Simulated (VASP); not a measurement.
LiGeN:

```xyz
3
Lattice="3.1978 0.0000 0.0000 0.0000 3.1978 0.0000 0.0000 0.0000 3.7871" Properties=species:S:1:pos:R:3 pbc="T T T"
Li    1.5989    1.5989    0.0000
Ge    0.0000    0.0000    1.8936
N     0.0000    0.0000    0.0000
```

The cell was built from a structure type or drawn by symmetry, and may not be a known phase.

- Program: VASP 6.6.1
- Task: relaxation of cell and atoms
- Functional: PBE
- Potentials or basis: VASP PAW PBE potentials, release 64 (Li_sv, Ge_d, N)
- Cutoff: 600 eV
- k mesh: 6 × 6 × 4
- Occupations: gaussian, width 0.1 eV
- Spin: no spin polarisation

At the start: pressure -1.7 GPa; volume 12.91 Å³/atom.

Problem. How do energy, volume and symmetry change on relaxing?

Solution. Over 4 steps the energy falls by 2.6 meV/atom and the volume is 12.45 Å³/atom (-3.6 %); space group P4/mmm (No. 123, to 0.1 Å) before and after.

The path:
| step | energy change (eV) | largest force (eV/Å) | pressure (GPa) | volume (Å³) |
| --- | --- | --- | --- | --- |
| 1 | 0.0000 | 0.0000 | -1.67 | 38.73 |
| 2 | -0.0051 | 0.0000 | -0.40 | 37.98 |
| 3 | -0.0056 | 0.0000 | 0.09 | 37.68 |
| 4 | -0.0079 | 0.0000 | 0.03 | 37.35 |

Final structure:
```
Li Ge N
1.0
     3.14555    0.00000    0.00000
     0.00000    3.14555    0.00000
     0.00000    0.00000    3.77458
Li Ge N
1 1 1
Direct
  0.50000 0.50000 0.00000
  0.00000 0.00000 0.50000
  0.00000 0.00000 0.00000
```

Caveat: the k points lie up to 0.42 Å⁻¹ apart in the final cell, too coarse for converged energies and pressures of a metal; the cutoff is under 1.25 times the usual one of these potentials, so pressure, stress and relaxed cells hold a basis-set (Pulay) error.
